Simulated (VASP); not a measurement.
A run of VASP 6.6.1 is set up as follows.

Contents of INCAR:

```
PREC = Accurate ; ENCUT = 520
EDIFF = 1E-7 ; ISMEAR = 0
SIGMA = 0.05 ; LREAL = False
LASPH = True ; NELM = 60
ALGO = Normal ; ISIF = 2
LWAVE = False ; LCHARG = False
GGA = PS ; NBANDS = 26
```

The input KPOINTS:

```
regular mesh
0
Gamma
  12 12 4
```

The input POSCAR:

```
SiC
1.0
    3.1499000000      0.0000000000      0.0000000000
   -1.5749500000      2.7278934194      0.0000000000
    0.0000000000      0.0000000000      9.5384000000
Si C
4 4
Direct
    0.6666666667      0.3333333333      0.9378278494
    0.3333333333      0.6666666667      0.4378278494
    0.0000000000      0.0000000000      0.6878973398
    0.0000000000      0.0000000000      0.1878973398
    0.6666666667      0.3333333333      0.7498191768
    0.3333333333      0.6666666667      0.2498191768
    0.0000000000      0.0000000000      0.5004546340
    0.0000000000      0.0000000000      0.0004546340
```

Potentials or basis: VASP PAW PBE potentials, release 64 (Si, C).

The run is started by

```sh
$ cat potpaw_PBE.64/Si/POTCAR potpaw_PBE.64/C/POTCAR > POTCAR
$ mpirun -np 1 vasp_std > vasp.out
```

(1) What does it give for the largest force?

(2) Estimate the pressure.

Answers

(1) 1.252 eV/Å.

(2) 4.1 GPa.

Caveat: the PAW data sets were made with another functional, which shifts forces and pressure a little.
